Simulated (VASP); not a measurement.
Write the native input for VASP 6.6.1 that does the following.

| Property | Result |
| --- | --- |
| Task | single point |
| Functional | PBEsol |
| Potentials or basis | VASP PAW PBE potentials, release 64 (Ca_sv, S) |
| Cutoff | 500 eV |
| k mesh | 4 × 4 × 4 |
| Occupations | gaussian, width 0.022 eV |
| Spin | no spin polarisation |
| Dipole correction | no |
| Further INCAR settings | ALGO = Normal; EDIFF = 1e-06; NBANDS = 15 |

The structure of CaS lies in POSCAR:

```
CaS
1.0
    0.0000000000      2.8523742917      2.8523742917
    2.8523742917      0.0000000000      2.8523742917
    2.8523742917      2.8523742917      0.0000000000
Ca S
1 1
Direct
    0.0000000000      0.0000000000      0.0000000000
    0.5000000000      0.5000000000      0.5000000000
```

One way to write it, as run:

INCAR

```
ALGO     = Normal         # electronic algorithm
EDIFF    = 1E-6           # SCF threshold, eV
ENCUT    = 500            # plane-wave cutoff, eV
GGA      = PS             # functional
GGA_COMPAT= False        
ISIF     = 2              # what is computed and relaxed
ISMEAR   = 0              # smearing method
LASPH    = True           # aspherical terms in the spheres
LCHARG   = False          # write CHGCAR
LREAL    = False          # projectors in reciprocal space
LWAVE    = False          # write WAVECAR
NBANDS   = 15             # bands
NELM     = 120            # most SCF steps
PREC     = Accurate       # precision mode
SIGMA    = 0.022          # smearing width, eV
```

KPOINTS

```
k-points
0
Gamma
  4 4 4
```

Potentials or basis: VASP PAW PBE potentials, release 64 (Ca_sv, S).

Command:

```bash
$ cat potpaw_PBE.64/Ca_sv/POTCAR potpaw_PBE.64/S/POTCAR > POTCAR
$ mpirun -np 1 vasp_std > vasp.out
```

It gave:

The pressure is -1.9 GPa and the band gap on the k mesh is 2.24 eV, indirect (least direct gap 3.06 eV).

Caveat: the k points lie up to 0.48 Å⁻¹ apart; the PAW data sets were made with another functional, which shifts forces and pressure a little.

It took 6.9 s on 1 thread of Intel(R) Xeon(R) 6975P-C (Granite Rapids) (shared host), peak memory 0.15 GiB.
